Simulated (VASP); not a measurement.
# MgTe (F-43m) in VASP: further runs

The runs below take MgTe through single point, relaxation of cell and atoms, with PBEsol.

Program: VASP 6.6.1. These are calculated values, not measurements. Logs are shortened: lines on timing, memory, paths and dates and some standing lists are left out, and cuts for length are marked.

### Step 1. The cell of the first run

The structure is cubic, space group F-43m (No. 216). Conventional cell: a = 6.439 Å, b = 6.439 Å, c = 6.439 Å, α = 90.00°, β = 90.00°, γ = 90.00°. Mg (site symmetry -43m) has 4 Te at 2.79 Å within 3.7 Å. Within 3.7 Å of Te (site symmetry -43m) lie 4 Mg at 2.79 Å.

### Step 2. Single point, PBEsol

File INCAR:

```
ALGO     = Normal         # electronic algorithm
EDIFF    = 1E-6           # SCF threshold, eV
ENCUT    = 600            # plane-wave cutoff, eV
GGA      = PS             # functional
GGA_COMPAT= F            
ISIF     = 2              # what is computed and relaxed
ISMEAR   = 0              # smearing method
LASPH    = T              # aspherical terms in the spheres
LCHARG   = T              # write CHGCAR
LELF     = T              # ELF
LREAL    = F              # projectors in reciprocal space
LVHAR    = T            
LWAVE    = F              # write WAVECAR
NBANDS   = 11             # bands
NELM     = 120            # most SCF steps
PREC     = Accurate       # precision mode
SIGMA    = 0.02           # smearing width, eV
```

File KPOINTS:

```
k-points
0
Gamma
  8 8 8
```

File POSCAR:

```
MgTe
1.0
    0.0000000000      3.2194288211      3.2194288211
    3.2194288211      0.0000000000      3.2194288211
    3.2194288211      3.2194288211      0.0000000000
Mg Te
1 1
Direct
    0.0000000000      0.0000000000      0.0000000000
    0.7500000000      0.7500000000      0.7500000000
```

Potentials or basis: VASP PAW PBE potentials, release 64 (Mg, Te).

Started as:

```bash
cat potpaw_PBE.64/Mg/POTCAR potpaw_PBE.64/Te/POTCAR > POTCAR
mpirun -np 1 vasp_std > vasp.out
```

OUTCAR:

```text
EDIFF = 1E-6
   ENCUT = 600
   GGA = PS
   ISIF = 2
   ISMEAR = 0
   LASPH = T
   LREAL = F
   NELM = 120
   PREC = Accurate

 ion  position               nearest neighbor table
   1  0.000  0.000  0.000-   2 2.79   2 2.79   2 2.79   2 2.79
   2  0.750  0.750  0.750-   1 2.79   1 2.79   1 2.79   1 2.79

  LATTYP: Found a face centered cubic cell.
 ALAT       =     6.4388576422

  Lattice vectors:

 A1 = (   0.0000000000,   3.2194288211,   3.2194288211)
 A2 = (   3.2194288211,   0.0000000000,   3.2194288211)
 A3 = (   3.2194288211,   3.2194288211,   0.0000000000)

Analysis of symmetry for initial positions (statically):
=====================================================================
 Subroutine PRICEL returns:
 Original cell was already a primitive cell.

 Routine SETGRP: Setting up the symmetry group for a
 face centered cubic supercell.

 Subroutine GETGRP returns: Found 24 space group operations
 (whereof 24 operations were pure point group operations)
 out of a pool of 48 trial point group operations.

The static configuration has the point symmetry T_d .

Analysis of symmetry for dynamics (positions and initial velocities):
=====================================================================
 Subroutine PRICEL returns:
 Original cell was already a primitive cell.

 Routine SETGRP: Setting up the symmetry group for a
 face centered cubic supercell.

 Subroutine GETGRP returns: Found 24 space group operations
 (whereof 24 operations were pure point group operations)
 out of a pool of 48 trial point group operations.

The dynamic configuration has the point symmetry T_d .

 Subroutine INISYM returns: Found 24 space group operations
 (whereof 24 operations are pure point group operations),
 and found     1 'primitive' translations

----------------------------------------------------------------------------------------

                                     Primitive cell

  volume of cell :      66.7370

  direct lattice vectors                    reciprocal lattice vectors
     0.000000000  3.219428821  3.219428821    -0.155307052  0.155307052  0.155307052
     3.219428821  0.000000000  3.219428821     0.155307052 -0.155307052  0.155307052
     3.219428821  3.219428821  0.000000000     0.155307052  0.155307052 -0.155307052

  length of vectors
     4.552959902  4.552959902  4.552959902     0.268999705  0.268999705  0.268999705

  position of ions in fractional coordinates (direct lattice)
     0.000000000  0.000000000  0.000000000
     0.750000000  0.750000000  0.750000000

[... 79 lines left out ...]
   NSW    =      0    number of steps for IOM
   IBRION =     -1    ionic relax: 0-MD 1-quasi-New 2-CG
   NFREE  =      0    steps in history (QN), initial steepest desc. (CG)
   ISIF   =      2    stress and relaxation
   ISYM   =      2    0-nonsym 1-usesym 2-fastsym
   POTIM  = 0.5000    time-step for ionic-motion
   TEBEG  =    0.0;   TEEND  =   0.0 temperature during run
   PSTRESS=    0.0 pullay stress
   NELECT =       8.0000    total number of electrons
   NUPDOWN=      -1.0000    fix difference up-down
   EMIN   =  10.00;   EMAX   =-10.00  energy-range for DOS
   EFERMI =   0.00;   METHOD = LEGACY
   ISMEAR =     0;   SIGMA  =   0.02  broadening in eV -4-tet -1-fermi 0-gaus
   EFERMI_NEDOS =   21; number of points for ismear=-14 and -15
   IALGO  =     38    algorithm
   IMIX   =      4    mixing-type and parameters
     AMIX     =   0.40;   BMIX     =  1.00
     AMIX_MAG =   1.60;   BMIX_MAG =  1.00
  volume/ion in A,a.u.               =      33.37       225.18
  Fermi-wavevector in a.u.,A,eV,Ry     =   0.807203  1.525392  8.865235  0.651576
  Thomas-Fermi vector in A             =   1.915778
   LORBIT       =      0    0 simple, 1 ext, 2 COOP (PROOUT), +10 PAW based schemes
   GGA     = PS    functional components
   LHFCALC =     F    Hartree Fock is set to
   AEXX    =    0.0000 exact exchange contribution
   IVDW    =     0    specifies the selected vdW correction
   LEPSILON=     F    determine dielectric tensor
   LRPA    =     F    only Hartree local field effects (RPA)
 non-spin polarized calculation
 Gauss-broadening in eV      SIGMA  =   0.02
  energy-cutoff  :      600.00
  volume of cell :       66.74
 maximum number of plane-waves:      2252
   NGX = 19   NGY = 19   NGZ = 19

 number of electron       8.0000000 magnetization

 Free energy of the ion-electron system (eV)
  ---------------------------------------------------
  ext. energy  EPLUGINS =         0.00000000
  ---------------------------------------------------
  free energy    TOTEN  =        -6.89307975 eV

  energy without entropy =       -6.89307975  energy(sigma->0) =       -6.89307975

 E-fermi :   1.9968     XC(G=0):  -8.0439

 val. band max:        1.8599830334   @ k =   0.0000   0.0000   0.0000
 cond. band min:       4.2095221063   @ k =   0.0000   0.0000   0.0000
 fundamental gap:      2.3495390729
 Fermi energy:         1.9968062830

 k-point     1 :       0.0000    0.0000    0.0000
  band No.  band energies     occupation
      1      -8.3917      2.00000
      2       1.8600      2.00000
      3       1.8600      2.00000
      4       1.8600      2.00000
      5       4.2095      0.00000
      6       7.2915      0.00000
      7       7.2915      0.00000
      8       7.2915      0.00000
      9      10.4358      0.00000
     10      10.4358      0.00000
     11      10.5038      0.00000
[... 309 lines left out ...]
 k-point    24 :      -0.3750    0.2500    0.1250
  band No.  band energies     occupation
      1      -7.6848      2.00000
      2      -1.1465      2.00000
      3       0.3593      2.00000
      4       1.0660      2.00000
      5       6.1415      0.00000
      6       6.6438      0.00000
      7       8.5233      0.00000
      8       9.0252      0.00000
      9      10.1212      0.00000
     10      11.8289      0.00000
     11      12.8336      0.00000

 [... further k-points ...]
[... 5 lines left out ...]
  --------------------------------------------------------------------------------------
  -------------------------------------------------------------------------------------
  Total        0.0157670      0.0157670      0.0157670      0.0000000      0.0000000     -0.0000000
  in kB        0.3785231      0.3785231      0.3785231      0.0000000      0.0000000     -0.0000000
  external PRESSURE =       0.3785231 kB  Pullay stress =       0.0000000 kB

 VOLUME and BASIS-vectors are now :
 -----------------------------------------------------------------------------
  energy-cutoff  :      600.00
  volume of cell :       66.74
      direct lattice vectors                 reciprocal lattice vectors
     0.000000000  3.219428821  3.219428821    -0.155307052  0.155307052  0.155307052
     3.219428821  0.000000000  3.219428821     0.155307052 -0.155307052  0.155307052
     3.219428821  3.219428821  0.000000000     0.155307052  0.155307052 -0.155307052

 POSITION                                       TOTAL-FORCE (eV/Angst)
 -----------------------------------------------------------------------------------
      0.00000      0.00000      0.00000        -0.000000     -0.000000     -0.000000
      4.82914      4.82914      4.82914         0.000000      0.000000      0.000000
 -----------------------------------------------------------------------------------
    total drift:                               -0.000000     -0.000000     -0.000000

  FREE ENERGIE OF THE ION-ELECTRON SYSTEM (eV)
  ---------------------------------------------------
  free  energy   TOTEN  =        -6.8930797478 eV

  energy  without entropy=       -6.8930797478  energy(sigma->0) =       -6.89307975
```

stdout:

```text
POSCAR found type information on POSCAR MgTe
 POSCAR found :  2 types and       2 ions
 scaLAPACK will be used
 -----------------------------------------------------------------------------
|                                                                             |
|                                                                             |
|     You enforced a specific xc type in the INCAR file but a different       |
|     I HOPE YOU KNOW WHAT YOU ARE DOING!                                     |
|                                                                             |
 -----------------------------------------------------------------------------

 LDA part: xc-table for (Slater+PW92), standard interpolation
 POSCAR, INCAR and KPOINTS ok, starting setup
 FFT: planning ... GRIDC
 FFT: planning ... GRID_SOFT
 FFT: planning ... GRID
 WAVECAR not read
 entering main loop
```

Wall time 24 s (1 thread of AMD EPYC 9R45 (Zen 5), shared host); peak memory 0.18 GiB.

What came out:

- Free energy: -6.8931 eV
- Pressure: 0.0 GPa
- Band gap on the k mesh: 2.35 eV, direct

Caveat: the PAW data sets were made with another functional, which shifts forces and pressure a little; spin-orbit coupling is left out, which moves the levels of the heavy elements.

### Step 3. Relaxation of cell and atoms, PBEsol

This run uses another cell than the first one, of 33.76 Å³/atom, 1.012 times its volume.

File INCAR:

```
SYSTEM = MgTe
ALGO = Normal ; EDIFF = 1E-7
EDIFFG = -0.005 ; ENCUT = 600
GGA = PS ; GGA_COMPAT = .FALSE.
IBRION = 2 ; ISIF = 3
ISMEAR = 0 ; LASPH = .TRUE.
LCHARG = .FALSE. ; LREAL = .FALSE.
LWAVE = .FALSE. ; NELM = 120
NELMIN = 4 ; NSW = 100
PREC = Accurate ; SIGMA = 0.02
```

File KPOINTS:

```
k-points
0
G
  8 8 8
  0 0 0
```

File POSCAR:

```
MgTe
1.0
    0.0000000000      3.2319988239      3.2319988239
    3.2319988239      0.0000000000      3.2319988239
    3.2319988239      3.2319988239      0.0000000000
Mg Te
1 1
Direct
    0.0000000000      0.0000000000      0.0000000000
    0.7500000000      0.7500000000      0.7500000000
```

Potentials or basis: VASP PAW PBE potentials, release 64 (Mg, Te).

Started as:

```bash
cat potpaw_PBE.64/Mg/POTCAR potpaw_PBE.64/Te/POTCAR > POTCAR
mpirun -np 1 vasp_std > vasp.out
```

OUTCAR:

```text
SYSTEM = MgTe
   EDIFF = 1E-7
   EDIFFG = -0.005
   ENCUT = 600
   GGA = PS
   IBRION = 2
   ISIF = 3
   ISMEAR = 0
   LASPH = .TRUE.
   LREAL = .FALSE.
   NELM = 120
   NELMIN = 4
   NSW = 100
   PREC = Accurate

 ion  position               nearest neighbor table
   1  0.000  0.000  0.000-   2 2.80   2 2.80   2 2.80   2 2.80
   2  0.750  0.750  0.750-   1 2.80   1 2.80   1 2.80   1 2.80

  LATTYP: Found a face centered cubic cell.
 ALAT       =     6.4639976478

  Lattice vectors:

 A1 = (   0.0000000000,   3.2319988239,   3.2319988239)
 A2 = (   3.2319988239,   0.0000000000,   3.2319988239)
 A3 = (   3.2319988239,   3.2319988239,   0.0000000000)

Analysis of symmetry for initial positions (statically):
=====================================================================
 Subroutine PRICEL returns:
 Original cell was already a primitive cell.

 Routine SETGRP: Setting up the symmetry group for a
 face centered cubic supercell.

 Subroutine GETGRP returns: Found 24 space group operations
 (whereof 24 operations were pure point group operations)
 out of a pool of 48 trial point group operations.

[... 170 lines left out ...]
  --------------------------------------------------------------------------------------
  -------------------------------------------------------------------------------------
  Total       -0.1631684     -0.1631684     -0.1631684      0.0000000      0.0000000      0.0000000
  in kB       -3.8717118     -3.8717118     -3.8717118      0.0000000      0.0000000      0.0000000
  external PRESSURE =      -3.8717118 kB  Pullay stress =       0.0000000 kB
[... 59 lines left out ...]
--------------------------------------- Ionic step        3  -------------------------------------------

 number of electron       8.0000000 magnetization

 Free energy of the ion-electron system (eV)
  ---------------------------------------------------
  ext. energy  EPLUGINS =         0.00000000
  ---------------------------------------------------
  free energy    TOTEN  =        -6.89310575 eV

  energy without entropy =       -6.89310575  energy(sigma->0) =       -6.89310575

 E-fermi :   1.9747     XC(G=0):  -8.0408

 val. band max:        1.8540631039   @ k =   0.0000   0.0000   0.0000
 cond. band min:       4.1997361458   @ k =   0.0000   0.0000   0.0000
 fundamental gap:      2.3456730419
 Fermi energy:         1.9746878121

 k-point     1 :       0.0000    0.0000    0.0000
  band No.  band energies     occupation
      1      -8.3946      2.00000
      2       1.8541      2.00000
      3       1.8541      2.00000
      4       1.8541      2.00000
      5       4.1997      0.00000
      6       7.2842      0.00000
      7       7.2842      0.00000
      8       7.2842      0.00000
[... 243 lines left out ...]
 k-point    24 :      -0.3750    0.2500    0.1250
  band No.  band energies     occupation
      1      -7.6891      2.00000
      2      -1.1497      2.00000
      3       0.3549      2.00000
      4       1.0610      2.00000
      5       6.1337      0.00000
      6       6.6371      0.00000
      7       8.5146      0.00000
      8       9.0166      0.00000

 [... further k-points ...]
[... 5 lines left out ...]
  --------------------------------------------------------------------------------------
  -------------------------------------------------------------------------------------
  Total        0.0003632      0.0003632      0.0003632     -0.0000000     -0.0000000      0.0000000
  in kB        0.0087113      0.0087113      0.0087113     -0.0000000     -0.0000000      0.0000000
  external PRESSURE =       0.0087113 kB  Pullay stress =       0.0000000 kB
[... 17 lines left out ...]
  FREE ENERGIE OF THE ION-ELECTRON SYSTEM (eV)
  ---------------------------------------------------
  free  energy   TOTEN  =        -6.8931057515 eV

  energy  without entropy=       -6.8931057515  energy(sigma->0) =       -6.89310575

 reached required accuracy - stopping structural energy minimisation
```

CONTCAR:

```text
MgTe
   1.00000000000000
     0.0000000000000000    3.2203408574319594    3.2203408574319594
     3.2203408574319594    0.0000000000000000    3.2203408574319594
     3.2203408574319594    3.2203408574319594    0.0000000000000000
  Mg              Te
     1     1
Direct
     0.0000000000000000    0.0000000000000000    0.0000000000000000
     0.7500000000000000    0.7500000000000000    0.7500000000000000

  0.00000000E+00  0.00000000E+00  0.00000000E+00
  0.00000000E+00  0.00000000E+00  0.00000000E+00
```

It took 49 s on 1 thread of AMD EPYC 9R45 (Zen 5), shared host; peak memory 0.21 GiB.

What came out:

```yaml
Free_energy: -6.8931 eV
Relaxed_volume: 33.40 Å³/atom
Relaxed_cell: a = 4.554 Å, b = 4.554 Å, c = 4.554 Å, α = 60.00°, β = 60.00°, γ = 60.00°
Space_group_after_relaxing_to_0.05_Å: F-43m (No. 216)
Energy_gained_by_relaxing: 0.4 meV/atom
Ionic_steps: 3
Pressure_after_relaxing: 0.0 GPa
Band_gap_on_the_k_mesh: 2.35 eV, direct
```

The path:
| step | energy change (eV) | largest force (eV/Å) | pressure (GPa) | volume (Å³) |
| --- | --- | --- | --- | --- |
| 1 | 0.0000 | 0.0000 | -0.39 | 67.52 |
| 2 | -0.0009 | 0.0000 | 0.04 | 66.73 |
| 3 | -0.0009 | 0.0000 | 0.00 | 66.79 |

Final structure:
```yaml
crystal:
  lattice:
    - [0.00000, 3.22034, 3.22034]
    - [3.22034, 0.00000, 3.22034]
    - [3.22034, 3.22034, 0.00000]
  atoms:
    - { symbol: Mg, position: [0.00000, 0.00000, 0.00000] }
    - { symbol: Te, position: [0.75000, 0.75000, 0.75000] }
```

Caveat: the PAW data sets were made with another functional, which shifts forces and pressure a little; spin-orbit coupling is left out, which moves the levels of the heavy elements.
